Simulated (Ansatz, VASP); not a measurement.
Pb in VASP and in Ansatz

Contents of INCAR:

```
  PREC = Accurate
  ENCUT = 520
  EDIFF = 1E-6
  ISMEAR = 0
  SIGMA = 0.15
  LREAL = False
  LASPH = True
  NELM = 60
  ALGO = Normal
  ISIF = 2
  LWAVE = False
  LCHARG = False
  NBANDS = 13
```

KPOINTS

```
regular mesh
0
Gamma
  16 16 16
```

The input POSCAR:

```
Pb
1.0
    0.0000000000      2.3710080000      2.6673840000
    2.3710080000      0.0000000000      2.6673840000
    2.3710080000      2.3710080000      0.0000000000
Pb
1
Direct
    0.0000000000      0.0000000000      0.0000000000
```

Input for Ansatz:

```yaml
crystal:
  lattice:
    - [0.0, 2.371008, 2.667384]
    - [2.371008, 0.0, 2.667384]
    - [2.371008, 2.371008, 0.0]
  atoms:
    - { symbol: Pb, position: [0.0, 0.0, 0.0] }
basis:
  ecutwfc: 420
kpoints:
  mp_grid: { grid: [16, 16, 16] }
hamiltonian:
  xc: lda
scf:
  occupations: { method: gaussian, width: 0.15 }
output:
  forces: true
  stress: true
  eigenvalues: true
```

Change from the starting cell: strain -0.040 along x and y, +0.080 along z, atoms carried along.

Alike in both runs: task single point; functional LDA; k mesh 16 × 16 × 16; occupations gaussian, width 0.15 eV; no spin polarisation.

```csv
,VASP,Ansatz
version,VASP 6.6.1,Ansatz 0.2.0
potentials or method,"VASP PAW LDA potentials, release 64 (Pb_d), cutoff 520 eV","scalar-relativistic, plane waves, PAW"
valence electrons in the cell,14,14
```

```csv
,VASP,Ansatz,Ansatz less VASP
gap on the k mesh at the Fermi level (eV),none,none,-
pressure (GPa),-1.3,-1.3,-0.04
"traceless stress, the component that is largest in VASP (GPa)",-1.33,-1.32,+0.007
```

LDA's correlation is that of Perdew and Zunger in VASP and of Perdew and Wang (1992) in Ansatz. A gap of «none» marks a metal or a gap that the smearing closes.

Neither program's run includes spin-orbit coupling.
